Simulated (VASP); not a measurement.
# TiSnTe3 (P4mm) in VASP: further runs

TiSnTe3 is run at these levels: PBE; tasks: single point.

Everything below comes from runs of VASP 6.6.1. Logs are shortened: lines on timing, memory, paths and dates and some standing lists are left out, and cuts for length are marked.

### 1 The cell of the first run

It takes space group P4mm (No. 99, tetragonal). Conventional cell: a = 5.025 Å, b = 5.025 Å, c = 6.883 Å, α = 90.00°, β = 90.00°, γ = 90.00°. Ti (site symmetry 4mm) has 4 Te at 2.97 Å and 4 Sn at 3.64 Å within 3.9 Å. Sn (site symmetry 4mm) has 6 Te at 2.64 to 3.47 Å and 4 Ti at 3.64 Å within 3.7 Å. Te (site symmetry 2mm) has 2 Sn at 2.64 Å and 2 Ti at 2.97 Å and 6 Te at 3.55 to 3.63 Å within 3.7 Å. Within 4.5 Å of Te (site symmetry 4mm) lie 2 Sn at 3.41 to 3.47 Å and 4 Te at 3.63 Å and 4 Ti at 4.45 Å.

The cell was generated, and may not be a known phase.

### 2 Single point, PBE

The input, INCAR:

```
PREC     = Accurate       # precision mode
ENCUT    = 520            # plane-wave cutoff, eV
EDIFF    = 1E-6           # SCF threshold, eV
ISMEAR   = 0              # smearing method
SIGMA    = 0.1            # smearing width, eV
LREAL    = F              # projectors in reciprocal space
LASPH    = T              # aspherical terms in the spheres
NELM     = 80             # most SCF steps
ALGO     = Normal         # electronic algorithm
ISIF     = 2              # what is computed and relaxed
LWAVE    = F              # write WAVECAR
LCHARG   = T              # write CHGCAR
GGA      = PE             # functional
LELF     = T              # ELF
LVHAR    = T            
NBANDS   = 30             # bands
```

The input, KPOINTS:

```
regular mesh
0
Gamma
  4 4 4
```

The input, POSCAR:

```
TiSnTe3
1.0
    5.0247071400      0.0000000000      0.0000000000
    0.0000000000      5.0247071400      0.0000000000
    0.0000000000      0.0000000000      6.8831629400
Ti Sn Te
1 1 3
Direct
    0.5000000000      0.5000000000      0.8655555900
    0.0000000000      0.0000000000      0.7514637200
    0.0000000000      0.5000000000      0.6358629100
    0.5000000000      0.0000000000      0.6358629100
    0.0000000000      0.0000000000      0.2557646100
```

Potentials or basis: VASP PAW PBE potentials, release 64 (Ti_sv, Sn_d, Te).

Command:

```bash
$ cat potpaw_PBE.64/Ti_sv/POTCAR potpaw_PBE.64/Sn_d/POTCAR potpaw_PBE.64/Te/POTCAR > POTCAR
$ mpirun -np 1 vasp_std > vasp.out
```

OUTCAR:

```text
PREC = Accurate
   ENCUT = 520
   EDIFF = 1E-6
   ISMEAR = 0
   LREAL = F
   LASPH = T
   NELM = 80
   ISIF = 2
   GGA = PE

 ion  position               nearest neighbor table
   1  0.500  0.500  0.866-   3 2.97   4 2.97   4 2.97   3 2.97
   2  0.000  0.000  0.751-   3 2.64   4 2.64   3 2.64   4 2.64   5 3.41   5 3.47
   3  0.000  0.500  0.636-   2 2.64   2 2.64   1 2.97   1 2.97   4 3.55   4 3.55   4 3.55   4 3.55
                             5 3.63   5 3.63
   4  0.500  0.000  0.636-   2 2.64   2 2.64   1 2.97   1 2.97   3 3.55   3 3.55   3 3.55   3 3.55
                             5 3.63   5 3.63
   5  0.000  0.000  0.256-   2 3.41   2 3.47   4 3.63   3 3.63   3 3.63   4 3.63

  LATTYP: Found a simple tetragonal cell.
 ALAT       =     5.0247071400
 C/A-ratio  =     1.3698635061

  Lattice vectors:

 A1 = (   5.0247071400,   0.0000000000,   0.0000000000)
 A2 = (   0.0000000000,   5.0247071400,   0.0000000000)
 A3 = (   0.0000000000,   0.0000000000,   6.8831629400)

Analysis of symmetry for initial positions (statically):
=====================================================================
 Subroutine PRICEL returns:
 Original cell was already a primitive cell.

 Routine SETGRP: Setting up the symmetry group for a
 simple tetragonal supercell.

 Subroutine GETGRP returns: Found  8 space group operations
 (whereof  8 operations were pure point group operations)
 out of a pool of 16 trial point group operations.

The static configuration has the point symmetry C_4v.

Analysis of symmetry for dynamics (positions and initial velocities):
=====================================================================
 Subroutine PRICEL returns:
 Original cell was already a primitive cell.

 Routine SETGRP: Setting up the symmetry group for a
 simple tetragonal supercell.

 Subroutine GETGRP returns: Found  8 space group operations
 (whereof  8 operations were pure point group operations)
 out of a pool of 16 trial point group operations.

The dynamic configuration has the point symmetry C_4v.

 Subroutine INISYM returns: Found  8 space group operations
 (whereof  8 operations are pure point group operations),
 and found     1 'primitive' translations

----------------------------------------------------------------------------------------

[... 89 lines left out ...]
   ENCUT  =  520.0 eV  38.22 Ry    6.18 a.u.   9.34  9.34 12.80*2*pi/ulx,y,z
   NELM   =     80;   NELMIN=  2; NELMDL= -5     # of ELM steps
   EDIFF  = 0.1E-05   stopping-criterion for ELM
   LREAL  =      F    real-space projection
   EDIFFG = 0.1E-04   stopping-criterion for IOM
   NSW    =      0    number of steps for IOM
   IBRION =     -1    ionic relax: 0-MD 1-quasi-New 2-CG
   NFREE  =      0    steps in history (QN), initial steepest desc. (CG)
   ISIF   =      2    stress and relaxation
   ISYM   =      2    0-nonsym 1-usesym 2-fastsym
   POTIM  = 0.5000    time-step for ionic-motion
   TEBEG  =    0.0;   TEEND  =   0.0 temperature during run
   PSTRESS=    0.0 pullay stress
   NELECT =      44.0000    total number of electrons
   NUPDOWN=      -1.0000    fix difference up-down
   EMIN   =  10.00;   EMAX   =-10.00  energy-range for DOS
   EFERMI =   0.00;   METHOD = LEGACY
   ISMEAR =     0;   SIGMA  =   0.10  broadening in eV -4-tet -1-fermi 0-gaus
   EFERMI_NEDOS =   21; number of points for ismear=-14 and -15
   IALGO  =     38    algorithm
   IMIX   =      4    mixing-type and parameters
     AMIX     =   0.40;   BMIX     =  1.00
     AMIX_MAG =   1.60;   BMIX_MAG =  1.00
  volume/ion in A,a.u.               =      34.76       234.55
  Fermi-wavevector in a.u.,A,eV,Ry     =   1.035673  1.957138 14.593854  1.072618
  Thomas-Fermi vector in A             =   2.170027
   LORBIT       =      0    0 simple, 1 ext, 2 COOP (PROOUT), +10 PAW based schemes
   GGA     = PE    functional components
   LHFCALC =     F    Hartree Fock is set to
   AEXX    =    0.0000 exact exchange contribution
   IVDW    =     0    specifies the selected vdW correction
   LEPSILON=     F    determine dielectric tensor
   LRPA    =     F    only Hartree local field effects (RPA)
 non-spin polarized calculation
 Gauss-broadening in eV      SIGMA  =   0.10
  energy-cutoff  :      520.00
  volume of cell :      173.78
 maximum number of plane-waves:      4725
 NGX is ok and might be reduce to    40
   NGX = 19   NGY = 19   NGZ = 25

 number of electron      44.0000002 magnetization

 Free energy of the ion-electron system (eV)
  ---------------------------------------------------
  ext. energy  EPLUGINS =         0.00000000
  ---------------------------------------------------
  free energy    TOTEN  =       -17.67334491 eV

  energy without entropy =      -17.62824760  energy(sigma->0) =      -17.65079626

 E-fermi :   4.9461     XC(G=0):  -8.5823

 val. band max:        4.9442057049   @ k =   0.5000   0.2500   0.5000
 cond. band min:       4.9472719524   @ k =   0.5000   0.2500   0.2500
 fundamental gap:      0.0030662475
 Fermi energy:         4.9461187882

 k-point     1 :       0.0000    0.0000    0.0000
  band No.  band energies     occupation
      1     -53.0413      2.00000
      2     -29.3387      2.00000
      3     -29.2873      2.00000
      4     -29.2873      2.00000
      5     -17.1354      2.00000
      6     -16.9856      2.00000
[... 583 lines left out ...]
     29       8.0563      0.00000
     30       8.0563      0.00000

------------------------ aborting loop because EDIFF is reached ----------------------------------------

  FORCE on cell =-STRESS in cart. coord.  units (eV):
  Direction    XX          YY          ZZ          XY          YZ          ZX
  --------------------------------------------------------------------------------------
  -------------------------------------------------------------------------------------
  Total       12.0804458     12.0804458     -4.1724078      0.0000000      0.0000000      0.0000000
  in kB      111.3740430    111.3740430    -38.4669514      0.0000000      0.0000000      0.0000000
  external PRESSURE =      61.4270448 kB  Pullay stress =       0.0000000 kB

 VOLUME and BASIS-vectors are now :
 -----------------------------------------------------------------------------
  energy-cutoff  :      520.00
  volume of cell :      173.78
      direct lattice vectors                 reciprocal lattice vectors
     5.024707140  0.000000000  0.000000000     0.199016574  0.000000000  0.000000000
     0.000000000  5.024707140  0.000000000     0.000000000  0.199016574  0.000000000
     0.000000000  0.000000000  6.883162940     0.000000000  0.000000000  0.145282047

 POSITION                                       TOTAL-FORCE (eV/Angst)
 -----------------------------------------------------------------------------------
      2.51235      2.51235      5.95776         0.000000     -0.000000     -0.759683
      0.00000      0.00000      5.17245         0.000000      0.000000      3.677331
      0.00000      2.51235      4.37675         0.000000      0.000000     -0.622542
      2.51235      0.00000      4.37675        -0.000000      0.000000     -0.622542
      0.00000      0.00000      1.76047         0.000000      0.000000     -1.672564
 -----------------------------------------------------------------------------------
    total drift:                               -0.000000      0.000000      0.000112

  FREE ENERGIE OF THE ION-ELECTRON SYSTEM (eV)
  ---------------------------------------------------
  free  energy   TOTEN  =       -17.6733449076 eV

  energy  without entropy=      -17.6282476045  energy(sigma->0) =      -17.65079626
```

OSZICAR:

```text
N       E                     dE             d eps       ncg     rms          rms(c)
DAV:   1     0.413589271434E+03    0.41359E+03   -0.19839E+04  1080   0.148E+03
DAV:   2     0.378147309651E+02   -0.37577E+03   -0.36405E+03  1098   0.407E+02
DAV:   3    -0.177338797213E+02   -0.55549E+02   -0.52944E+02  1718   0.139E+02
[... 12 lines left out ...]
DAV:  16    -0.176733373847E+02    0.18137E-03   -0.54979E-04  1610   0.866E-02    0.207E-02
DAV:  17    -0.176733442846E+02   -0.68999E-05   -0.46184E-05  1584   0.298E-02    0.306E-02
DAV:  18    -0.176733467103E+02   -0.24257E-05   -0.14350E-06   914   0.656E-03    0.267E-02
DAV:  19    -0.176733448605E+02    0.18499E-05   -0.47825E-06   920   0.113E-02    0.776E-03
DAV:  20    -0.176733449076E+02   -0.47084E-07   -0.33895E-07   606   0.380E-03
   1 F= -.17673345E+02 E0= -.17650796E+02  d E =-.450973E-01
```

stdout:

```text
POSCAR found type information on POSCAR TiSnTe
 POSCAR found :  3 types and       5 ions
 scaLAPACK will be used
 LDA part: xc-table for (Slater+PW92), standard interpolation
 POSCAR, INCAR and KPOINTS ok, starting setup
 FFT: planning ... GRIDC
 FFT: planning ... GRID_SOFT
 FFT: planning ... GRID
 WAVECAR not read
 entering main loop
```

It took 2.4 min on 1 thread of Intel Xeon Platinum 8259CL at 2.50GHz (Skylake/Cascade Lake), shared host; peak memory 0.33 GiB.

What came out:

```yaml
Free_energy: -17.6733 eV
Pressure: 6.1 GPa
Largest_force: 3.677 eV/Å
Band_gap_on_the_k_mesh: zero (bands 22 and 23 overlap by 0.28 eV)
```

Forces on the atoms (eV/Å):
```
Ti   0.000  0.000 -0.760
Sn   0.000  0.000  3.677
Te   0.000  0.000 -0.623
Te   0.000  0.000 -0.623
Te   0.000  0.000 -1.673
```

Caveat: the stress differs along the axes, from -4 to 11 GPa; spin-orbit coupling is left out, which moves the levels of the heavy elements; forces of over 1 eV/Å act on the atoms, so gaps and moduli don't describe the material at rest.

### 3 Single point, PBE

This run uses another cell than the first one, of 40.77 Å³/atom.

The input, INCAR:

```
SYSTEM = TiSnTe3
  PREC = Accurate
  ENCUT = 520
  EDIFF = 1E-6
  ISMEAR = 0
  SIGMA = 0.1
  LREAL = .False.
  LASPH = .True.
  NELM = 100
  ALGO = Normal
  ISIF = 2
  LWAVE = .False.
  LCHARG = .False.
  GGA = PE
  NBANDS = 30
```

The input, KPOINTS:

```
Automatic mesh
0
Gamma
  4 4 4
  0 0 0
```

The input, POSCAR:

```
TiSnTe3
1.0
    5.4943985046      0.0000000000      0.0000000000
    0.0000000000      5.4943985046      0.0000000000
    0.0000000000      0.0000000000      6.7518969008
Ti Sn Te
1 1 3
Direct
    0.5000000000      0.5000000000      0.6583604818
    0.0000000000      0.0000000000      0.8748352668
    0.0000000000      0.5000000000      0.6662221988
    0.5000000000      0.0000000000      0.6662221988
    0.0000000000      0.0000000000      0.2788695939
```

Potentials or basis: VASP PAW PBE potentials, release 64 (Ti_sv, Sn_d, Te).

Command:

```bash
$ cat potpaw_PBE.64/Ti_sv/POTCAR potpaw_PBE.64/Sn_d/POTCAR potpaw_PBE.64/Te/POTCAR > POTCAR
$ mpirun -np 1 vasp_std > vasp.out
```

Run time: 2.4 min. Hardware: 1 thread of Intel Xeon Platinum 8259CL at 2.50GHz (Skylake/Cascade Lake), shared host; peak memory 0.35 GiB.

It converged, with:

* Free energy: -20.3377 eV
* Pressure: 0.0 GPa
* Largest force: 0.022 eV/Å
* Band gap on the k mesh: zero (bands 22 and 23 overlap by 0.40 eV)

Forces on the atoms (eV/Å):
```
Ti   0.000  0.000 -0.022
Sn   0.000  0.000  0.008
Te   0.000  0.000  0.017
Te   0.000  0.000  0.017
Te   0.000  0.000 -0.019
```

Stress tensor (GPa, compression positive):
```
-0.08  0.00  0.00
 0.00 -0.08  0.00
 0.00  0.00  0.06
```

Levels at points of the mesh, in eV from the Fermi level:
| k point | band 19 | band 20 | band 21 | band 22 | band 23 | band 24 | band 25 | band 26 |
| --- | --- | --- | --- | --- | --- | --- | --- | --- |
| (0.00, 0.00, 0.00) | -1.35 | -1.33 | -0.44 | -0.44 | -0.30 | 0.05 | 0.05 | 0.16 |
| (0.50, 0.00, 0.00) | -1.73 | -1.25 | -0.36 | -0.06 | 0.42 | 0.65 | 0.79 | 1.10 |
| (0.50, 0.50, 0.00) | -1.12 | -1.12 | -0.28 | -0.13 | 0.20 | 0.72 | 0.72 | 2.50 |
| (0.00, 0.00, 0.50) | -1.40 | -1.06 | -1.06 | -0.40 | -0.30 | 0.10 | 0.10 | 0.31 |
| (0.50, 0.00, 0.50) | -1.85 | -0.93 | -0.19 | -0.07 | 0.13 | 0.39 | 0.65 | 1.12 |
| (0.50, 0.50, 0.50) | -0.74 | -0.30 | -0.30 | -0.27 | 0.29 | 0.88 | 0.88 | 1.01 |

Caveat: spin-orbit coupling is left out, which moves the levels of the heavy elements.

The gap in the log of VASP goes by the Fermi energy; the results here count the filled bands.